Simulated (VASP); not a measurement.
# SrO (P4/nmm) in VASP: a series of runs

The runs below take SrO through single point, with PBE.

Program: VASP 6.6.1. These are calculated values, not measurements. Logs are shortened: lines on timing, memory, paths and dates and some standing lists are left out, and cuts for length are marked.

## Step 1: The cell of the first run

The structure is tetragonal, space group P4/nmm (No. 129). The conventional cell has a = 4.453 Å, b = 4.453 Å, c = 3.505 Å, α = 90.00°, β = 90.00°, γ = 90.00°. Within 3.2 Å of Sr (site symmetry 4mm) lie 4 O at 2.44 Å. O (site symmetry -4m2) has 4 Sr at 2.44 Å and 4 O at 3.15 Å within 3.2 Å.

## Step 2: Single point, PBE (volume scaled by 0.960)

File INCAR:

```
SYSTEM = SrO
ALGO     = Normal         ! electronic algorithm
EDIFF    = 1E-6           ! SCF threshold, eV
ENCUT    = 520            ! plane-wave cutoff, eV
GGA      = PE             ! functional
ISIF     = 2              ! what is computed and relaxed
ISMEAR   = 0              ! smearing method
LASPH    = .TRUE.         ! aspherical terms in the spheres
LCHARG   = .FALSE.        ! write CHGCAR
LREAL    = .FALSE.        ! projectors in reciprocal space
LWAVE    = .FALSE.        ! write WAVECAR
NBANDS   = 24             ! bands
NELM     = 60             ! most SCF steps
PREC     = Accurate       ! precision mode
SIGMA    = 0.05           ! smearing width, eV
```

File KPOINTS:

```
k-points
0
G
  8 8 10
  0 0 0
```

File POSCAR:

```
SrO
1.0
    4.4526753005      0.0000000000      0.0000000000
    0.0000000000      4.4526753005      0.0000000000
    0.0000000000      0.0000000000      3.5052207439
Sr O
2 2
Direct
    0.5000000000      0.0000000000      0.2856272707
    0.0000000000      0.5000000000      0.7143727293
    0.0000000000      0.0000000000      0.0000000000
    0.5000000000      0.5000000000      0.0000000000
```

Potentials or basis: VASP PAW PBE potentials, release 64 (Sr_sv, O).

Launch:

```sh
$ cat potpaw_PBE.64/Sr_sv/POTCAR potpaw_PBE.64/O/POTCAR > POTCAR
$ mpirun -np 1 vasp_std > vasp.out
```

OUTCAR:

```text
SYSTEM = SrO
   EDIFF = 1E-6
   ENCUT = 520
   GGA = PE
   ISIF = 2
   ISMEAR = 0
   LASPH = .TRUE.
   LREAL = .FALSE.
   NELM = 60
   PREC = Accurate

 ion  position               nearest neighbor table
   1  0.500  0.000  0.286-   3 2.44   4 2.44   4 2.44   3 2.44   4 3.35   3 3.35   3 3.35   4 3.35
                             2 3.49   2 3.49   2 3.49   2 3.49   2 3.73   2 3.73   2 3.73   2 3.73
   2  0.000  0.500  0.714-   3 2.44   4 2.44   3 2.44   4 2.44   3 3.35   3 3.35   4 3.35   4 3.35
                             1 3.49   1 3.49   1 3.49   1 3.49   1 3.73   1 3.73   1 3.73   1 3.73
   3  0.000  0.000  0.000-   1 2.44   2 2.44   2 2.44   1 2.44   2 3.35   2 3.35   1 3.35   1 3.35

   4  0.500  0.500  0.000-   1 2.44   2 2.44   1 2.44   2 2.44   2 3.35   1 3.35   2 3.35   1 3.35

  LATTYP: Found a simple tetragonal cell.
 ALAT       =     4.4526753005
 C/A-ratio  =     0.7872167871

  Lattice vectors:

 A1 = (   4.4526753005,   0.0000000000,   0.0000000000)
 A2 = (   0.0000000000,   4.4526753005,   0.0000000000)
 A3 = (   0.0000000000,   0.0000000000,   3.5052207439)

Analysis of symmetry for initial positions (statically):
=====================================================================
 Subroutine PRICEL returns:
 Original cell was already a primitive cell.

 Routine SETGRP: Setting up the symmetry group for a
 simple tetragonal supercell.

 Subroutine GETGRP returns: Found 16 space group operations
 (whereof  8 operations were pure point group operations)
 out of a pool of 16 trial point group operations.

The static configuration has the point symmetry D_2d.
 The point group associated with its full space group is D_4h.

Analysis of symmetry for dynamics (positions and initial velocities):
=====================================================================
 Subroutine PRICEL returns:
 Original cell was already a primitive cell.

 Routine SETGRP: Setting up the symmetry group for a
 simple tetragonal supercell.

 Subroutine GETGRP returns: Found 16 space group operations
 (whereof  8 operations were pure point group operations)
 out of a pool of 16 trial point group operations.

The dynamic configuration has the point symmetry D_2d.
 The point group associated with its full space group is D_4h.

 Subroutine INISYM returns: Found 16 space group operations
 (whereof  8 operations are pure point group operations),
 and found     1 'primitive' translations

----------------------------------------------------------------------------------------

                                     Primitive cell
[... 92 lines left out ...]
   LASPH  =      T    aspherical Exc in radial PAW
   ENCUT  =  520.0 eV  38.22 Ry    6.18 a.u.   8.28  8.28  6.52*2*pi/ulx,y,z
   NELM   =     60;   NELMIN=  2; NELMDL= -5     # of ELM steps
   EDIFF  = 0.1E-05   stopping-criterion for ELM
   LREAL  =      F    real-space projection
   EDIFFG = 0.1E-04   stopping-criterion for IOM
   NSW    =      0    number of steps for IOM
   IBRION =     -1    ionic relax: 0-MD 1-quasi-New 2-CG
   NFREE  =      0    steps in history (QN), initial steepest desc. (CG)
   ISIF   =      2    stress and relaxation
   ISYM   =      2    0-nonsym 1-usesym 2-fastsym
   POTIM  = 0.5000    time-step for ionic-motion
   TEBEG  =    0.0;   TEEND  =   0.0 temperature during run
   PSTRESS=    0.0 pullay stress
   NELECT =      32.0000    total number of electrons
   NUPDOWN=      -1.0000    fix difference up-down
   EMIN   =  10.00;   EMAX   =-10.00  energy-range for DOS
   EFERMI =   0.00;   METHOD = LEGACY
   ISMEAR =     0;   SIGMA  =   0.05  broadening in eV -4-tet -1-fermi 0-gaus
   EFERMI_NEDOS =   21; number of points for ismear=-14 and -15
   IALGO  =     38    algorithm
   IMIX   =      4    mixing-type and parameters
     AMIX     =   0.40;   BMIX     =  1.00
     AMIX_MAG =   1.60;   BMIX_MAG =  1.00
  volume/ion in A,a.u.               =      17.37       117.24
  Fermi-wavevector in a.u.,A,eV,Ry     =   1.264171  2.388936 21.743842  1.598127
  Thomas-Fermi vector in A             =   2.397490
   LORBIT       =      0    0 simple, 1 ext, 2 COOP (PROOUT), +10 PAW based schemes
   GGA     = PE    functional components
   LHFCALC =     F    Hartree Fock is set to
   AEXX    =    0.0000 exact exchange contribution
   IVDW    =     0    specifies the selected vdW correction
   LEPSILON=     F    determine dielectric tensor
   LRPA    =     F    only Hartree local field effects (RPA)
 non-spin polarized calculation
 Gauss-broadening in eV      SIGMA  =   0.05
  energy-cutoff  :      520.00
  volume of cell :       69.50
 maximum number of plane-waves:      1913
 NGX is ok and might be reduce to    36
   NGX = 17   NGY = 17   NGZ = 13

 number of electron      31.9999995 magnetization

 Free energy of the ion-electron system (eV)
  ---------------------------------------------------
  ext. energy  EPLUGINS =         0.00000000
  ---------------------------------------------------
  free energy    TOTEN  =       -22.98344000 eV

  energy without entropy =      -22.98344000  energy(sigma->0) =      -22.98344000

 E-fermi :   2.2891     XC(G=0):  -9.9323

 val. band max:        1.9558501999   @ k =   0.2500   0.2500   0.0000
 cond. band min:       4.8013011052   @ k =   0.0000   0.0000   0.0000
 fundamental gap:      2.8454509054
 Fermi energy:         2.2891428689

 k-point     1 :       0.0000    0.0000    0.0000
  band No.  band energies     occupation
      1     -31.0687      2.00000
      2     -30.8659      2.00000
      3     -14.1342      2.00000
      4     -13.4426      2.00000
      5     -13.4426      2.00000
      6     -13.2725      2.00000
[... 637 lines left out ...]
     23      11.3837      0.00000
     24      11.3837      0.00000

 [... further k-points ...]
[... 5 lines left out ...]
  --------------------------------------------------------------------------------------
  -------------------------------------------------------------------------------------
  Total        0.8381266      0.8381266      0.6446501      0.0000000      0.0000000      0.0000000
  in kB       19.3224760     19.3224760     14.8619985      0.0000000      0.0000000      0.0000000
  external PRESSURE =      17.8356502 kB  Pullay stress =       0.0000000 kB

 VOLUME and BASIS-vectors are now :
 -----------------------------------------------------------------------------
  energy-cutoff  :      520.00
  volume of cell :       69.50
      direct lattice vectors                 reciprocal lattice vectors
     4.452675301  0.000000000  0.000000000     0.224584083  0.000000000  0.000000000
     0.000000000  4.452675301  0.000000000     0.000000000  0.224584083  0.000000000
     0.000000000  0.000000000  3.505220744     0.000000000  0.000000000  0.285288737

 POSITION                                       TOTAL-FORCE (eV/Angst)
 -----------------------------------------------------------------------------------
      2.22634      0.00000      1.00119         0.000000      0.000000      0.073867
      0.00000      2.22634      2.50403        -0.000000      0.000000     -0.073867
      0.00000      0.00000      0.00000         0.000000      0.000000      0.000000
      2.22634      2.22634      0.00000         0.000000     -0.000000      0.000000
 -----------------------------------------------------------------------------------
    total drift:                                0.000000      0.000000     -0.000000

  FREE ENERGIE OF THE ION-ELECTRON SYSTEM (eV)
  ---------------------------------------------------
  free  energy   TOTEN  =       -22.9834399961 eV

  energy  without entropy=      -22.9834399961  energy(sigma->0) =      -22.98344000
```

stdout:

```text
POSCAR found type information on POSCAR SrO
 POSCAR found :  2 types and       4 ions
 scaLAPACK will be used
 LDA part: xc-table for (Slater+PW92), standard interpolation
 POSCAR, INCAR and KPOINTS ok, starting setup
 FFT: planning ... GRIDC
 FFT: planning ... GRID_SOFT
 FFT: planning ... GRID
 WAVECAR not read
 entering main loop
```

It took 81 s on 1 thread of AMD EPYC 9R45 (Zen 5), shared host; peak memory 0.24 GiB.

What came out:

| Item | Value |
| --- | --- |
| Free energy | -22.9834 eV |
| Pressure | 1.8 GPa |
| Largest force | 0.074 eV/Å |
| Band gap on the k mesh | 2.85 eV, indirect (least direct gap 2.91 eV) |

Forces on the atoms (eV/Å):
```
Sr   0.000  0.000  0.074
Sr   0.000  0.000 -0.074
O    0.000  0.000  0.000
O    0.000  0.000  0.000
```

Levels at points of the mesh, in eV from the valence-band top:
```
           k point  band 14  band 15  band 16  band 17  band 18  band 19
(0.00, 0.00, 0.00)    -0.49    -0.06    -0.06     2.85     4.49     4.63
(0.50, 0.00, 0.00)    -0.74    -0.54    -0.54     4.10     4.10     5.72
(0.50, 0.50, 0.00)    -0.71    -0.24    -0.24     4.30     4.30     5.56
(0.00, 0.00, 0.50)    -1.63    -0.46    -0.46     6.39     6.58     6.58
(0.50, 0.00, 0.50)    -1.34    -0.93    -0.93     5.68     5.68     6.00
(0.50, 0.50, 0.50)    -1.08    -0.50    -0.50     5.28     5.28     5.57
```

 A k mesh can miss the band edges.

## Step 3: Single point, PBE (volume scaled by 0.980)

File INCAR:

```
PREC = Accurate
ENCUT = 520
EDIFF = 1E-6
ISMEAR = 0
SIGMA = 0.05
LREAL = F
LASPH = T
NELM = 60
ALGO = Normal
ISIF = 2
LWAVE = F
LCHARG = F
GGA = PE
NBANDS = 24
```

File KPOINTS:

```
Automatic mesh
0
Gamma
  8 8 10
```

File POSCAR:

```
SrO
1.0
    4.4693738457      0.0000000000      0.0000000000
    0.0000000000      4.4693738457      0.0000000000
    0.0000000000      0.0000000000      3.5515579260
Sr O
2 2
Direct
    0.5000000000      0.0000000000      0.2777335129
    0.0000000000      0.5000000000      0.7222664871
    0.0000000000      0.0000000000      0.0000000000
    0.5000000000      0.5000000000      0.0000000000
```

Potentials or basis: VASP PAW PBE potentials, release 64 (Sr_sv, O).

Launch:

```sh
$ cat potpaw_PBE.64/Sr_sv/POTCAR potpaw_PBE.64/O/POTCAR > POTCAR
$ mpirun -np 1 vasp_std > vasp.out
```

OUTCAR:

```text
PREC = Accurate
   ENCUT = 520
   EDIFF = 1E-6
   ISMEAR = 0
   LREAL = F
   LASPH = T
   NELM = 60
   ISIF = 2
   GGA = PE

 ion  position               nearest neighbor table
   1  0.500  0.000  0.278-   3 2.44   4 2.44   4 2.44   3 2.44   4 3.40   3 3.40   3 3.40   4 3.40
                             2 3.53   2 3.53   2 3.53   2 3.53   2 3.73   2 3.73   2 3.73   2 3.73
   2  0.000  0.500  0.722-   3 2.44   4 2.44   3 2.44   4 2.44   3 3.40   3 3.40   4 3.40   4 3.40
                             1 3.53   1 3.53   1 3.53   1 3.53   1 3.73   1 3.73   1 3.73   1 3.73
   3  0.000  0.000  0.000-   1 2.44   2 2.44   2 2.44   1 2.44   2 3.40   2 3.40   1 3.40   1 3.40

   4  0.500  0.500  0.000-   1 2.44   2 2.44   1 2.44   2 2.44   2 3.40   1 3.40   2 3.40   1 3.40

  LATTYP: Found a simple tetragonal cell.
 ALAT       =     4.4693738457
 C/A-ratio  =     0.7946432875

  Lattice vectors:

 A1 = (   4.4693738457,   0.0000000000,   0.0000000000)
 A2 = (   0.0000000000,   4.4693738457,   0.0000000000)
 A3 = (   0.0000000000,   0.0000000000,   3.5515579260)

Analysis of symmetry for initial positions (statically):
=====================================================================
 Subroutine PRICEL returns:
 Original cell was already a primitive cell.

 Routine SETGRP: Setting up the symmetry group for a
 simple tetragonal supercell.

 Subroutine GETGRP returns: Found 16 space group operations
 (whereof  8 operations were pure point group operations)
 out of a pool of 16 trial point group operations.

The static configuration has the point symmetry D_2d.
 The point group associated with its full space group is D_4h.

Analysis of symmetry for dynamics (positions and initial velocities):
=====================================================================
 Subroutine PRICEL returns:
 Original cell was already a primitive cell.

 Routine SETGRP: Setting up the symmetry group for a
 simple tetragonal supercell.

 Subroutine GETGRP returns: Found 16 space group operations
 (whereof  8 operations were pure point group operations)
[... 123 lines left out ...]
   EFERMI_NEDOS =   21; number of points for ismear=-14 and -15
   IALGO  =     38    algorithm
   IMIX   =      4    mixing-type and parameters
     AMIX     =   0.40;   BMIX     =  1.00
     AMIX_MAG =   1.60;   BMIX_MAG =  1.00
  volume/ion in A,a.u.               =      17.74       119.69
  Fermi-wavevector in a.u.,A,eV,Ry     =   1.255512  2.372573 21.446992  1.576309
  Thomas-Fermi vector in A             =   2.389265
   LORBIT       =      0    0 simple, 1 ext, 2 COOP (PROOUT), +10 PAW based schemes
   GGA     = PE    functional components
   LHFCALC =     F    Hartree Fock is set to
   AEXX    =    0.0000 exact exchange contribution
   IVDW    =     0    specifies the selected vdW correction
   LEPSILON=     F    determine dielectric tensor
   LRPA    =     F    only Hartree local field effects (RPA)
 non-spin polarized calculation
 Gauss-broadening in eV      SIGMA  =   0.05
  energy-cutoff  :      520.00
  volume of cell :       70.94
 maximum number of plane-waves:      1937
 NGX is ok and might be reduce to    36
   NGX = 17   NGY = 17   NGZ = 13

 number of electron      32.0000002 magnetization

 Free energy of the ion-electron system (eV)
  ---------------------------------------------------
  ext. energy  EPLUGINS =         0.00000000
  ---------------------------------------------------
  free energy    TOTEN  =       -22.99238745 eV

  energy without entropy =      -22.99238745  energy(sigma->0) =      -22.99238745

 E-fermi :   2.1634     XC(G=0):  -9.8204

 val. band max:        1.8468906735   @ k =   0.2500   0.2500   0.0000
 cond. band min:       4.5232124899   @ k =   0.0000   0.0000   0.0000
 fundamental gap:      2.6763218164
 Fermi energy:         2.1634159718

 k-point     1 :       0.0000    0.0000    0.0000
  band No.  band energies     occupation
      1     -31.1724      2.00000
      2     -30.9854      2.00000
      3     -14.2487      2.00000
      4     -13.5241      2.00000
      5     -13.5241      2.00000
      6     -13.3655      2.00000
[... 637 lines left out ...]
     23      11.1874      0.00000
     24      11.1874      0.00000

 [... further k-points ...]
[... 5 lines left out ...]
  --------------------------------------------------------------------------------------
  -------------------------------------------------------------------------------------
  Total        0.5929842      0.5929842      0.3927919      0.0000000      0.0000000      0.0000000
  in kB       13.3918766     13.3918766      8.8707603      0.0000000      0.0000000      0.0000000
  external PRESSURE =      11.8848378 kB  Pullay stress =       0.0000000 kB

 VOLUME and BASIS-vectors are now :
 -----------------------------------------------------------------------------
  energy-cutoff  :      520.00
  volume of cell :       70.94
      direct lattice vectors                 reciprocal lattice vectors
     4.469373846  0.000000000  0.000000000     0.223744989  0.000000000  0.000000000
     0.000000000  4.469373846  0.000000000     0.000000000  0.223744989  0.000000000
     0.000000000  0.000000000  3.551557926     0.000000000  0.000000000  0.281566575

 POSITION                                       TOTAL-FORCE (eV/Angst)
 -----------------------------------------------------------------------------------
      2.23469      0.00000      0.98639         0.000000     -0.000000      0.073728
      0.00000      2.23469      2.56517        -0.000000     -0.000000     -0.073728
      0.00000      0.00000      0.00000         0.000000     -0.000000     -0.000000
      2.23469      2.23469      0.00000         0.000000      0.000000     -0.000000
 -----------------------------------------------------------------------------------
    total drift:                                0.000000      0.000000     -0.000000

  FREE ENERGIE OF THE ION-ELECTRON SYSTEM (eV)
  ---------------------------------------------------
  free  energy   TOTEN  =       -22.9923874536 eV

  energy  without entropy=      -22.9923874536  energy(sigma->0) =      -22.99238745
```

OSZICAR:

```text
N       E                     dE             d eps       ncg     rms          rms(c)
DAV:   1     0.173300872495E+03    0.17330E+03   -0.16164E+04  4320   0.126E+03
DAV:   2    -0.174691651137E+02   -0.19077E+03   -0.18137E+03  6264   0.282E+02
DAV:   3    -0.277326678494E+02   -0.10264E+02   -0.10193E+02  6576   0.577E+01
DAV:   4    -0.279834006646E+02   -0.25073E+00   -0.25067E+00  5880   0.725E+00
DAV:   5    -0.279850993958E+02   -0.16987E-02   -0.16987E-02  6096   0.694E-01    0.256E+01
DAV:   6    -0.232595672185E+02    0.47255E+01   -0.21917E+01  4768   0.262E+01    0.275E+01
DAV:   7    -0.230412619132E+02    0.21831E+00   -0.17768E+00  5704   0.810E+00    0.153E+01
DAV:   8    -0.229881632743E+02    0.53099E-01   -0.35285E-01  5160   0.434E+00    0.206E+00
DAV:   9    -0.229905503504E+02   -0.23871E-02   -0.30910E-02  7112   0.113E+00    0.339E-01
DAV:  10    -0.229921142254E+02   -0.15639E-02   -0.30595E-03  5104   0.370E-01    0.115E-01
DAV:  11    -0.229923544721E+02   -0.24025E-03   -0.40697E-04  5504   0.137E-01    0.495E-02
DAV:  12    -0.229923868523E+02   -0.32380E-04   -0.52869E-05  5160   0.511E-02    0.146E-02
DAV:  13    -0.229923874536E+02   -0.60134E-06   -0.31395E-06  5424   0.115E-02
   1 F= -.22992387E+02 E0= -.22992387E+02  d E =-.856336E-21
```

It took 82 s on 1 thread of AMD EPYC 9R45 (Zen 5), shared host; peak memory 0.24 GiB.

What came out:

```yaml
Free_energy: -22.9924 eV
Pressure: 1.2 GPa
Largest_force: 0.074 eV/Å
Band_gap_on_the_k_mesh: 2.68 eV, indirect (least direct gap 2.74 eV)
```

Forces on the atoms (eV/Å):
```
Sr   0.000  0.000  0.074
Sr   0.000  0.000 -0.074
O    0.000  0.000  0.000
O    0.000  0.000  0.000
```

 A k mesh can miss the band edges.

[end of part 1 of 2]
